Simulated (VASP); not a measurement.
# Cu2O (series) (Pn-3m) in VASP: a series of runs, part 2 of 2

VASP 6.6.1.

## 4. Single point, PBE

INCAR reads:

```
ALGO     = Normal         # electronic algorithm
EDIFF    = 1E-6           # SCF threshold, eV
ENCUT    = 600            # plane-wave cutoff, eV
GGA      = PE             # functional
GGA_COMPAT= False        
ISIF     = 2              # what is computed and relaxed
ISMEAR   = 0              # smearing method
LASPH    = True           # aspherical terms in the spheres
LCHARG   = False          # write CHGCAR
LREAL    = False          # projectors in reciprocal space
LWAVE    = False          # write WAVECAR
NBANDS   = 37             # bands
NELM     = 120            # most SCF steps
PREC     = Accurate       # precision mode
SIGMA    = 0.02           # smearing width, eV
```

KPOINTS reads:

```
k-points
0
Gamma
  14 14 14
```

POSCAR reads:

```
Cu2O
1.0
    4.2600000000      0.0000000000      0.0000000000
    0.0000000000      4.2600000000      0.0000000000
    0.0000000000      0.0000000000      4.2600000000
Cu O
4 2
Direct
    0.2500000000      0.2500000000      0.2500000000
    0.2500000000      0.7500000000      0.7500000000
    0.7500000000      0.7500000000      0.2500000000
    0.7500000000      0.2500000000      0.7500000000
    0.0000000000      0.0000000000      0.0000000000
    0.5000000000      0.5000000000      0.5000000000
```

Potentials or basis: VASP PAW PBE potentials, release 64 (Cu, O).

The run is started by

```console
> cat potpaw_PBE.64/Cu/POTCAR potpaw_PBE.64/O/POTCAR > POTCAR
> mpirun -np 1 vasp_std > vasp.out
```

OUTCAR:

```text
EDIFF = 1E-6
   ENCUT = 600
   GGA = PE
   ISIF = 2
   ISMEAR = 0
   LASPH = True
   LREAL = False
   NELM = 120
   PREC = Accurate

 ion  position               nearest neighbor table
   1  0.250  0.250  0.250-   5 1.84   6 1.84
   2  0.250  0.750  0.750-   5 1.84   6 1.84
   3  0.750  0.750  0.250-   5 1.84   6 1.84
   4  0.750  0.250  0.750-   5 1.84   6 1.84
   5  0.000  0.000  0.000-   1 1.84   2 1.84   3 1.84   4 1.84
   6  0.500  0.500  0.500-   1 1.84   2 1.84   3 1.84   4 1.84

  LATTYP: Found a simple cubic cell.
 ALAT       =     4.2600000000

  Lattice vectors:

 A1 = (   4.2600000000,   0.0000000000,   0.0000000000)
 A2 = (   0.0000000000,   4.2600000000,   0.0000000000)
 A3 = (   0.0000000000,   0.0000000000,   4.2600000000)

Analysis of symmetry for initial positions (statically):
=====================================================================
 Subroutine PRICEL returns:
 Original cell was already a primitive cell.

 Routine SETGRP: Setting up the symmetry group for a
 simple cubic supercell.

 Subroutine GETGRP returns: Found 48 space group operations
 (whereof 24 operations were pure point group operations)
 out of a pool of 48 trial point group operations.

The static configuration has the point symmetry T_d .
 The point group associated with its full space group is O_h .

Analysis of symmetry for dynamics (positions and initial velocities):
=====================================================================
 Subroutine PRICEL returns:
 Original cell was already a primitive cell.

 Routine SETGRP: Setting up the symmetry group for a
 simple cubic supercell.

 Subroutine GETGRP returns: Found 48 space group operations
 (whereof 24 operations were pure point group operations)
 out of a pool of 48 trial point group operations.

The dynamic configuration has the point symmetry T_d .
 The point group associated with its full space group is O_h .

 Subroutine INISYM returns: Found 48 space group operations
 (whereof 24 operations are pure point group operations),
 and found     1 'primitive' translations

----------------------------------------------------------------------------------------

                                     Primitive cell

  volume of cell :      77.3088

  direct lattice vectors                    reciprocal lattice vectors
     4.260000000  0.000000000  0.000000000     0.234741784  0.000000000  0.000000000
     0.000000000  4.260000000  0.000000000     0.000000000  0.234741784  0.000000000
     0.000000000  0.000000000  4.260000000     0.000000000  0.000000000  0.234741784

  length of vectors
     4.260000000  4.260000000  4.260000000     0.234741784  0.234741784  0.234741784

  position of ions in fractional coordinates (direct lattice)
     0.250000000  0.250000000  0.250000000
     0.250000000  0.750000000  0.750000000
     0.750000000  0.750000000  0.250000000
     0.750000000  0.250000000  0.750000000
     0.000000000  0.000000000  0.000000000
[... 33 lines left out ...]
 ===========================================

 Found    120 irreducible k-points:

 Following reciprocal coordinates:
            Coordinates               Weight
  0.000000  0.000000  0.000000      1.000000
  0.071429  0.000000  0.000000      6.000000
  0.142857  0.000000  0.000000      6.000000
  0.214286  0.000000  0.000000      6.000000
  0.285714  0.000000  0.000000      6.000000
  0.357143  0.000000  0.000000      6.000000
[... 16 lines left out ...]
  0.285714  0.214286  0.000000     24.000000
  0.357143  0.214286  0.000000     24.000000
 [... further k-points ...]
   k-points           NKPTS =    120   k-points in BZ     NKDIM =    120   number of bands    NBANDS=     37
   number of dos      NEDOS =    301   number of ions     NIONS =      6
   total plane-waves  NPLWV =  46656
   dimension x,y,z NGX =    36 NGY =   36 NGZ =   36
   dimension x,y,z NGXF=    72 NGYF=   72 NGZF=   72
   ions per type =               4   2
   NGX,Y,Z   is equivalent  to a cutoff of  14.05, 14.05, 14.05 a.u.
   NGXF,Y,Z  is equivalent  to a cutoff of  28.10, 28.10, 28.10 a.u.
 SYSTEM =  unknown system
   PREC   = accura    normal or accurate (medium, high low for compatibility)
   ISTART =      0    job   : 0-new  1-cont  2-samecut
   ICHARG =      2    charge: 1-file 2-atom 10-const
   ISPIN  =      1    spin polarized calculation?
   LNONCOLLINEAR =      F non collinear calculations
   LSORBIT =      F    spin-orbit coupling
   LASPH  =      T    aspherical Exc in radial PAW
   ENCUT  =  600.0 eV  44.10 Ry    6.64 a.u.   8.51  8.51  8.51*2*pi/ulx,y,z
   NELM   =    120;   NELMIN=  2; NELMDL= -5     # of ELM steps
   EDIFF  = 0.1E-05   stopping-criterion for ELM
   LREAL  =      F    real-space projection
   EDIFFG = 0.1E-04   stopping-criterion for IOM
   NSW    =      0    number of steps for IOM
   IBRION =     -1    ionic relax: 0-MD 1-quasi-New 2-CG
   NFREE  =      0    steps in history (QN), initial steepest desc. (CG)
   ISIF   =      2    stress and relaxation
   ISYM   =      2    0-nonsym 1-usesym 2-fastsym
   POTIM  = 0.5000    time-step for ionic-motion
   TEBEG  =    0.0;   TEEND  =   0.0 temperature during run
   PSTRESS=    0.0 pullay stress
   NELECT =      56.0000    total number of electrons
   NUPDOWN=      -1.0000    fix difference up-down
   EMIN   =  10.00;   EMAX   =-10.00  energy-range for DOS
   EFERMI =   0.00;   METHOD = LEGACY
   ISMEAR =     0;   SIGMA  =   0.02  broadening in eV -4-tet -1-fermi 0-gaus
   EFERMI_NEDOS =   21; number of points for ismear=-14 and -15
   IALGO  =     38    algorithm
   IMIX   =      4    mixing-type and parameters
     AMIX     =   0.40;   BMIX     =  1.00
     AMIX_MAG =   1.60;   BMIX_MAG =  1.00
  volume/ion in A,a.u.               =      12.88        86.95
  Fermi-wavevector in a.u.,A,eV,Ry     =   1.470261  2.778391 29.411289  2.161669
  Thomas-Fermi vector in A             =   2.585540
   LORBIT       =      0    0 simple, 1 ext, 2 COOP (PROOUT), +10 PAW based schemes
   GGA     = PE    functional components
   LHFCALC =     F    Hartree Fock is set to
   AEXX    =    0.0000 exact exchange contribution
   IVDW    =     0    specifies the selected vdW correction
   LEPSILON=     F    determine dielectric tensor
   LRPA    =     F    only Hartree local field effects (RPA)
 non-spin polarized calculation
 Gauss-broadening in eV      SIGMA  =   0.02
  energy-cutoff  :      600.00
  volume of cell :       77.31
 maximum number of plane-waves:      2602
 NGX is ok and might be reduce to    36
   NGX = 17   NGY = 17   NGZ = 17

 number of electron      55.9999977 magnetization

 Free energy of the ion-electron system (eV)
  ---------------------------------------------------
  ext. energy  EPLUGINS =         0.00000000
  ---------------------------------------------------
  free energy    TOTEN  =       -27.25980501 eV

  energy without entropy =      -27.25980501  energy(sigma->0) =      -27.25980501

 E-fermi :   4.9184     XC(G=0): -11.0459

 val. band max:        4.7729334539   @ k =   0.0000   0.0000   0.0000
 cond. band min:       5.3116705926   @ k =   0.0000   0.0000   0.0000
 fundamental gap:      0.5387371387
 Fermi energy:         4.9184308266

 k-point     1 :       0.0000    0.0000    0.0000
  band No.  band energies     occupation
      1     -15.3882      2.00000
      2     -14.6502      2.00000
      3      -2.4750      2.00000
      4      -2.4750      2.00000
      5      -2.4750      2.00000
      6      -0.0901      2.00000
[... 949 lines left out ...]
     36      13.0357      0.00000
     37      14.7735      0.00000

 [... further k-points ...]

------------------------ aborting loop because EDIFF is reached ----------------------------------------

  FORCE on cell =-STRESS in cart. coord.  units (eV):
  Direction    XX          YY          ZZ          XY          YZ          ZX
  --------------------------------------------------------------------------------------
  -------------------------------------------------------------------------------------
  Total        1.8769946      1.8769946      1.8769946      0.0000000      0.0000000      0.0000000
  in kB       38.8995706     38.8995706     38.8995706      0.0000000      0.0000000      0.0000000
  external PRESSURE =      38.8995706 kB  Pullay stress =       0.0000000 kB

 VOLUME and BASIS-vectors are now :
 -----------------------------------------------------------------------------
  energy-cutoff  :      600.00
  volume of cell :       77.31
      direct lattice vectors                 reciprocal lattice vectors
     4.260000000  0.000000000  0.000000000     0.234741784  0.000000000  0.000000000
     0.000000000  4.260000000  0.000000000     0.000000000  0.234741784  0.000000000
     0.000000000  0.000000000  4.260000000     0.000000000  0.000000000  0.234741784

 POSITION                                       TOTAL-FORCE (eV/Angst)
 -----------------------------------------------------------------------------------
      1.06500      1.06500      1.06500         0.000000     -0.000000      0.000000
      1.06500      3.19500      3.19500        -0.000000     -0.000000      0.000000
      3.19500      3.19500      1.06500        -0.000000      0.000000     -0.000000
      3.19500      1.06500      3.19500         0.000000      0.000000      0.000000
      0.00000      0.00000      0.00000         0.000000     -0.000000      0.000000
      2.13000      2.13000      2.13000         0.000000     -0.000000      0.000000
 -----------------------------------------------------------------------------------
    total drift:                                0.000000      0.000000      0.000000

  FREE ENERGIE OF THE ION-ELECTRON SYSTEM (eV)
  ---------------------------------------------------
  free  energy   TOTEN  =       -27.2598050141 eV

  energy  without entropy=      -27.2598050141  energy(sigma->0) =      -27.25980501
```

Run time: 9.6 min. Hardware: 1 thread of Intel Xeon 8259CL, shared host; peak memory 0.43 GiB.

What came out:

| Property | Result |
| --- | --- |
| Free energy | -27.2598 eV |
| Pressure | 3.9 GPa |
| Band gap on the k mesh | 0.54 eV, direct |

## 5. Summary

| k mesh | gap on the mesh (eV) | pressure (GPa) |
| --- | --- | --- |
| 4 × 4 × 4 | 0.54 | 4.2 |
| 12 × 12 × 12 | 0.54 | 3.9 |
| 14 × 14 × 14 | 0.54 | 3.9 |

Alike in all rows: task single point; level PBE; potentials or basis VASP PAW PBE potentials, release 64 (Cu, O); no spin polarisation; cell as given; cutoff (eV) 600; smearing gaussian 0.02 eV.

On the cell as given the gap runs from 0.54 eV (PBE) to 0.54 eV (PBE); the meshes differ, which moves gaps too.

Absolute energies hang on the potentials; compare differences alone.
